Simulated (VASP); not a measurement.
# KF (Fm-3m) in VASP: a series of runs

The runs below take KF through single point, with revPBE+U, PBE+U.

Everything below comes from runs of VASP 6.6.1. Logs are shortened: lines on timing, memory, paths and dates and some standing lists are left out, and cuts for length are marked.

## (1) The cell of the first run

The structure is cubic, space group Fm-3m (No. 225). The conventional cell has a = 5.309 Å, b = 5.309 Å, c = 5.309 Å, α = 90.00°, β = 90.00°, γ = 90.00°. K (site symmetry m-3m) has 6 F at 2.65 Å within 3.5 Å. Within 3.5 Å of F (site symmetry m-3m) lie 6 K at 2.65 Å.

## (2) Single point, revPBE+U

Input file INCAR:

```
PREC = Accurate
ENCUT = 600
EDIFF = 1E-6
ISMEAR = 0
SIGMA = 0.1
LREAL = False
LASPH = True
NELM = 200
ALGO = Normal
ISIF = 2
LWAVE = False
LCHARG = True
LDAU = True
LDAUTYPE = 2
LDAUL = -1 1
LDAUU = 0 1
LDAUJ = 0 0
LDAUPRINT = 1
GGA = RE
LELF = True
LVHAR = True
NBANDS = 15
GGA_COMPAT = False
```

Input file KPOINTS:

```
regular mesh
0
Gamma
  8 8 8
```

Input file POSCAR:

```
KF
1.0
    0.0000000000      2.6544134050      2.6544134050
    2.6544134050      0.0000000000      2.6544134050
    2.6544134050      2.6544134050      0.0000000000
K F
1 1
Direct
    0.0000000000      0.0000000000      0.0000000000
    0.5000000000      0.5000000000      0.5000000000
```

Potentials or basis: VASP PAW PBE potentials, release 64 (K_sv, F).

Command:

```bash
cat potpaw_PBE.64/K_sv/POTCAR potpaw_PBE.64/F/POTCAR > POTCAR
mpirun -np 1 vasp_std > vasp.out
```

OUTCAR:

```text
PREC = Accurate
   ENCUT = 600
   EDIFF = 1E-6
   ISMEAR = 0
   LREAL = False
   LASPH = True
   NELM = 200
   ISIF = 2
   GGA = RE

 ion  position               nearest neighbor table
   1  0.000  0.000  0.000-   2 2.65   2 2.65   2 2.65   2 2.65   2 2.65   2 2.65
   2  0.500  0.500  0.500-   1 2.65   1 2.65   1 2.65   1 2.65   1 2.65   1 2.65

  LATTYP: Found a face centered cubic cell.
 ALAT       =     5.3088268100

  Lattice vectors:

 A1 = (   0.0000000000,   2.6544134050,   2.6544134050)
 A2 = (   2.6544134050,   0.0000000000,   2.6544134050)
 A3 = (   2.6544134050,   2.6544134050,   0.0000000000)

Analysis of symmetry for initial positions (statically):
=====================================================================
 Subroutine PRICEL returns:
 Original cell was already a primitive cell.

 Routine SETGRP: Setting up the symmetry group for a
 face centered cubic supercell.

 Subroutine GETGRP returns: Found 48 space group operations
 (whereof 48 operations were pure point group operations)
 out of a pool of 48 trial point group operations.

The static configuration has the point symmetry O_h .

Analysis of symmetry for dynamics (positions and initial velocities):
=====================================================================
 Subroutine PRICEL returns:
 Original cell was already a primitive cell.

 Routine SETGRP: Setting up the symmetry group for a
 face centered cubic supercell.

 Subroutine GETGRP returns: Found 48 space group operations
 (whereof 48 operations were pure point group operations)
 out of a pool of 48 trial point group operations.

The dynamic configuration has the point symmetry O_h .

 Subroutine INISYM returns: Found 48 space group operations
 (whereof 48 operations are pure point group operations),
 and found     1 'primitive' translations

----------------------------------------------------------------------------------------

                                     Primitive cell

  volume of cell :      37.4055

  direct lattice vectors                    reciprocal lattice vectors
     0.000000000  2.654413405  2.654413405    -0.188365535  0.188365535  0.188365535
     2.654413405  0.000000000  2.654413405     0.188365535 -0.188365535  0.188365535
     2.654413405  2.654413405  0.000000000     0.188365535  0.188365535 -0.188365535

  length of vectors
     3.753907437  3.753907437  3.753907437     0.326258676  0.326258676  0.326258676

  position of ions in fractional coordinates (direct lattice)
     0.000000000  0.000000000  0.000000000
     0.500000000  0.500000000  0.500000000

  ion indices of the primitive-cell ions
   primitive index   ion index
                 1           1
                 2           2

[... 91 lines left out ...]
     AMIX_MAG =   1.60;   BMIX_MAG =  1.00
  volume/ion in A,a.u.               =      18.70       126.21
  Fermi-wavevector in a.u.,A,eV,Ry     =   1.233492  2.330962 20.701292  1.521502
  Thomas-Fermi vector in A             =   2.368220
   LORBIT       =      0    0 simple, 1 ext, 2 COOP (PROOUT), +10 PAW based schemes
 LDA+U is selected, type is set to LDAUTYPE =  2
   angular momentum for each species LDAUL =    -1    1
   U (eV)           for each species LDAUU =   0.0  1.0
   J (eV)           for each species LDAUJ =   0.0  0.0
   GGA     = RE    functional components
   LHFCALC =     F    Hartree Fock is set to
   AEXX    =    0.0000 exact exchange contribution
   IVDW    =     0    specifies the selected vdW correction
   LEPSILON=     F    determine dielectric tensor
   LRPA    =     F    only Hartree local field effects (RPA)
 non-spin polarized calculation
 Gauss-broadening in eV      SIGMA  =   0.10
  energy-cutoff  :      600.00
  volume of cell :       37.41
 maximum number of plane-waves:      1283
 NGX is ok and might be reduce to    30
   NGX = 15   NGY = 15   NGZ = 15

 number of electron      16.0000003 magnetization

 Free energy of the ion-electron system (eV)
  ---------------------------------------------------
  ext. energy  EPLUGINS =         0.00000000
  ---------------------------------------------------
  free energy    TOTEN  =        -7.26953228 eV

  energy without entropy =       -7.26953228  energy(sigma->0) =       -7.26953228

 E-fermi :  -2.1541     XC(G=0):  -8.1075

 val. band max:       -2.6467079721   @ k =   0.0000   0.0000   0.0000
 cond. band min:       4.0245165158   @ k =   0.0000   0.0000   0.0000
 fundamental gap:      6.6712244879
 Fermi energy:        -2.1540556637

 k-point     1 :       0.0000    0.0000    0.0000
  band No.  band energies     occupation
      1     -28.8072      2.00000
      2     -21.2151      2.00000
      3     -12.0171      2.00000
      4     -12.0171      2.00000
      5     -12.0171      2.00000
      6      -2.6467      2.00000
      7      -2.6467      2.00000
      8      -2.6467      2.00000
      9       4.0245      0.00000
     10       8.2634      0.00000
     11       8.2634      0.00000
     12       8.2634      0.00000
     13       9.8916      0.00000
     14       9.8916      0.00000
[... 401 lines left out ...]
      2     -21.2862      2.00000
      3     -12.3361      2.00000
      4     -12.2357      2.00000
      5     -12.0886      2.00000
      6      -3.1993      2.00000
      7      -2.9239      2.00000
      8      -2.8966      2.00000
      9       7.1171      0.00000
     10       7.8597      0.00000
     11       9.3010      0.00000
     12      10.2835      0.00000
     13      11.5187      0.00000
     14      12.6729      0.00000
     15      13.0458      0.00000

 [... further k-points ...]

------------------------ aborting loop because EDIFF is reached ----------------------------------------

  FORCE on cell =-STRESS in cart. coord.  units (eV):
  Direction    XX          YY          ZZ          XY          YZ          ZX
  --------------------------------------------------------------------------------------
  -------------------------------------------------------------------------------------
  Total        0.9746839      0.9746839      0.9746839      0.0000000     -0.0000000      0.0000000
  in kB       41.7482902     41.7482902     41.7482902      0.0000000     -0.0000000      0.0000000
  external PRESSURE =      41.7482902 kB  Pullay stress =       0.0000000 kB

 VOLUME and BASIS-vectors are now :
 -----------------------------------------------------------------------------
  energy-cutoff  :      600.00
  volume of cell :       37.41
      direct lattice vectors                 reciprocal lattice vectors
     0.000000000  2.654413405  2.654413405    -0.188365535  0.188365535  0.188365535
     2.654413405  0.000000000  2.654413405     0.188365535 -0.188365535  0.188365535
     2.654413405  2.654413405  0.000000000     0.188365535  0.188365535 -0.188365535

 POSITION                                       TOTAL-FORCE (eV/Angst)
 -----------------------------------------------------------------------------------
      0.00000      0.00000      0.00000        -0.000000      0.000000      0.000000
      2.65441      2.65441      2.65441         0.000000      0.000000     -0.000000
 -----------------------------------------------------------------------------------
    total drift:                                0.000000      0.000000      0.000000

  FREE ENERGIE OF THE ION-ELECTRON SYSTEM (eV)
  ---------------------------------------------------
  free  energy   TOTEN  =        -7.2695322751 eV

  energy  without entropy=       -7.2695322751  energy(sigma->0) =       -7.26953228
```

stdout:

```text
POSCAR found type information on POSCAR K F
 POSCAR found :  2 types and       2 ions
 scaLAPACK will be used
 -----------------------------------------------------------------------------
|                                                                             |
|                                                                             |
|     You enforced a specific xc type in the INCAR file but a different       |
|     I HOPE YOU KNOW WHAT YOU ARE DOING!                                     |
|                                                                             |
 -----------------------------------------------------------------------------

 LDA part: xc-table for (Slater+PW92), standard interpolation
 POSCAR, INCAR and KPOINTS ok, starting setup
 FFT: planning ... GRIDC
 FFT: planning ... GRID_SOFT
 FFT: planning ... GRID
 WAVECAR not read
 entering main loop
```

Run time: 20 s. Hardware: 1 thread of Intel Xeon Platinum 8259CL at 2.50GHz (Skylake/Cascade Lake), shared host; peak memory 0.17 GiB.

Results:

- Free energy: -7.2695 eV
- Pressure: 4.2 GPa
- Band gap on the k mesh: 6.67 eV

Levels at points of the mesh, in eV from the valence-band top:
```tsv
k point	band 6	band 7	band 8	band 9	band 10	band 11
(0.00, 0.00, 0.00)	0.00	0.00	0.00	6.67	10.91	10.91
(0.50, 0.00, 0.00)	-0.77	-0.35	-0.35	9.43	11.16	12.29
(0.50, 0.50, 0.00)	-0.19	-0.05	-0.05	8.51	10.62	12.37
```

Caveat: the cell stands under pressure; the PAW data sets were made with another functional, which shifts forces and pressure a little.

## (3) Single point, PBE+U

Input file INCAR:

```
SYSTEM = KF
PREC     = Accurate       ! precision mode
ENCUT    = 600            ! plane-wave cutoff, eV
EDIFF    = 1E-6           ! SCF threshold, eV
ISMEAR   = 1              ! smearing method
SIGMA    = 0.13605693122994 ! smearing width, eV
LREAL    = .FALSE.        ! projectors in reciprocal space
LASPH    = .TRUE.         ! aspherical terms in the spheres
NELM     = 200            ! most SCF steps
ALGO     = Normal         ! electronic algorithm
ISIF     = 2              ! what is computed and relaxed
LWAVE    = .FALSE.        ! write WAVECAR
LCHARG   = .TRUE.         ! write CHGCAR
LDAU     = .TRUE.         ! DFT+U
LDAUTYPE = 2            
LDAUL    = -1 1           ! shell
LDAUU    = 0 1.8          ! U, eV
LDAUJ    = 0 0          
LDAUPRINT= 1            
GGA      = PE             ! functional
LELF     = .TRUE.         ! ELF
LVHAR    = .TRUE.       
NBANDS   = 15             ! bands
GGA_COMPAT= .FALSE.
```

Input file KPOINTS:

```
regular mesh
0
G
  8 8 8
  0 0 0
```

Input file POSCAR:

```
KF
1.0
    0.0000000000      2.6544134050      2.6544134050
    2.6544134050      0.0000000000      2.6544134050
    2.6544134050      2.6544134050      0.0000000000
K F
1 1
Direct
    0.8120000000      0.1210000000      0.2800000000
    1.3120000000      0.6210000000      0.7800000000
```

Potentials or basis: VASP PAW PBE potentials, release 64 (K_sv, F).

Command:

```bash
cat potpaw_PBE.64/K_sv/POTCAR potpaw_PBE.64/F/POTCAR > POTCAR
mpirun -np 1 vasp_std > vasp.out
```

Run time: 18 s. Hardware: 1 thread of Intel Xeon Platinum 8259CL at 2.50GHz (Skylake/Cascade Lake), shared host; peak memory 0.17 GiB.

It converged, with:

| Quantity | Value |
| --- | --- |
| Free energy | -7.2231 eV |
| Pressure | 1.8 GPa |
| Band gap on the k mesh | 6.44 eV |

Levels at points of the mesh, in eV from the valence-band top:
```tsv
k point	band 4	band 5	band 6	band 7	band 8	band 9	band 10	band 11	band 12	band 13
(0.00, 0.00, 0.00)	-9.19	-9.19	0.00	0.00	0.00	6.44	10.87	10.87	10.87	12.57
(0.50, 0.00, 0.00)	-9.23	-9.23	-0.79	-0.36	-0.36	9.26	10.92	12.29	12.29	14.56
(0.50, 0.50, 0.00)	-9.42	-9.42	-0.19	-0.05	-0.05	8.36	10.58	12.09	13.86	14.48
```

A k mesh can miss the band edges.

## (4) Single point, PBE+U

Input file INCAR:

```
PREC = Accurate
ENCUT = 600
EDIFF = 1E-6
ISMEAR = 0
SIGMA = 0.01
LREAL = False
LASPH = True
NELM = 200
ALGO = Normal
ISIF = 2
LWAVE = False
LCHARG = True
LDAU = True
LDAUTYPE = 2
LDAUL = -1 1
LDAUU = 0 2.7
LDAUJ = 0 0
LDAUPRINT = 1
GGA = PE
LELF = True
LVHAR = True
NBANDS = 15
GGA_COMPAT = False
```

Input file KPOINTS:

```
regular mesh
0
Gamma
  8 8 8
```

Input file POSCAR:

```
KF
1.0
    0.0000000000      2.6544134050      2.6544134050
    2.6544134050      0.0000000000      2.6544134050
    2.6544134050      2.6544134050      0.0000000000
K F
1 1
Direct
    0.8500000000      0.8070000000      0.6360000000
    1.3500000000      1.3070000000      1.1360000000
```

Command:

```bash
cat potpaw_PBE.64/K_sv/POTCAR potpaw_PBE.64/F/POTCAR > POTCAR
mpirun -np 1 vasp_std > vasp.out
```

Wall time 19 s (1 thread of Intel Xeon Platinum 8259CL at 2.50GHz (Skylake/Cascade Lake), shared host); peak memory 0.17 GiB.

The run converged. Its results:

* Free energy: -6.7059 eV
* Pressure: 1.7 GPa
* Band gap on the k mesh: 6.52 eV

Levels at points of the mesh, in eV from the valence-band top:
```tsv
k point	band 5	band 6	band 7	band 8	band 9	band 10	band 11	band 12
(0.00, 0.00, 0.00)	-9.14	0.00	0.00	0.00	6.52	10.93	10.93	10.93
(0.50, 0.00, 0.00)	-9.18	-0.78	-0.35	-0.35	9.32	10.99	12.34	12.34
(0.50, 0.50, 0.00)	-9.37	-0.19	-0.05	-0.05	8.43	10.65	12.15	13.91
```

A k mesh can miss the band edges.

## (5) Single point, PBE+U

Input file INCAR:

```
SYSTEM = KF
PREC = Accurate
ENCUT = 600
EDIFF = 1E-6
ISMEAR = 0
SIGMA = 0.1
LREAL = .FALSE.
LASPH = .TRUE.
NELM = 200
ALGO = Normal
ISIF = 2
LWAVE = .FALSE.
LCHARG = .FALSE.
LDAU = .TRUE.
LDAUTYPE = 2
LDAUL = -1 1
LDAUU = 0 4
LDAUJ = 0 0
LDAUPRINT = 1
GGA = PE
NBANDS = 15
GGA_COMPAT = .FALSE.
```

Input file KPOINTS:

```
regular mesh
0
G
  8 8 8
  0 0 0
```

Input file POSCAR:

```
KF
1.0
    0.0000000000      2.6544134050      2.6544134050
    2.6544134050      0.0000000000      2.6544134050
    2.6544134050      2.6544134050      0.0000000000
K F
1 1
Direct
    0.0000000000      0.0000000000      0.0000000000
    0.5000000000      0.5000000000      0.5000000000
```

Command:

```bash
cat potpaw_PBE.64/K_sv/POTCAR potpaw_PBE.64/F/POTCAR > POTCAR
mpirun -np 1 vasp_std > vasp.out
```

Run time: 17 s. Hardware: 1 thread of Intel Xeon Platinum 8259CL at 2.50GHz (Skylake/Cascade Lake), shared host; peak memory 0.17 GiB.

It converged, with:

| Quantity | Value |
| --- | --- |
| Free energy | -5.9547 eV |
| Pressure | 1.4 GPa |
| Band gap on the k mesh | 6.64 eV |

Levels at points of the mesh, in eV from the valence-band top:
```tsv
k point	band 4	band 5	band 6	band 7	band 8	band 9	band 10	band 11	band 12	band 13
(0.00, 0.00, 0.00)	-9.06	-9.06	0.00	0.00	0.00	6.64	11.04	11.04	11.04	12.74
(0.50, 0.00, 0.00)	-9.09	-9.09	-0.77	-0.35	-0.35	9.40	11.11	12.43	12.43	14.70
(0.50, 0.50, 0.00)	-9.28	-9.28	-0.18	-0.05	-0.05	8.53	10.77	12.24	14.01	14.62
```

## (6) Summary

| level | U | smearing | gap on the mesh (eV) | pressure (GPa) |
| --- | --- | --- | --- | --- |
| revPBE+U | F p U = 1.0 eV | gaussian 0.1 eV | 6.67 | 4.2 |
| PBE+U | F p U = 1.8 eV | methfessel-paxton 0.136057 eV | 6.44 | 1.8 |
| PBE+U | F p U = 2.7 eV | gaussian 0.01 eV | 6.52 | 1.7 |
| PBE+U | F p U = 4.0 eV | gaussian 0.1 eV | 6.64 | 1.4 |

Alike in all rows: task single point; potentials or basis VASP PAW PBE potentials, release 64 (K_sv, F); no spin polarisation; cell as given; k mesh 8 × 8 × 8; cutoff (eV) 600.

On the cell as given the gap runs from 6.44 eV (PBE+U) to 6.67 eV (revPBE+U). The pressure there spans 1.4 GPa (PBE+U) to 4.2 GPa (revPBE+U); a positive pressure means that this level wants a larger cell, a negative one a smaller.

Caveats: the cell stands under pressure (at least some runs); the PAW data sets were made with another functional, which shifts forces and pressure a little (at least some runs).

Absolute energies hang on the potentials; compare differences alone.
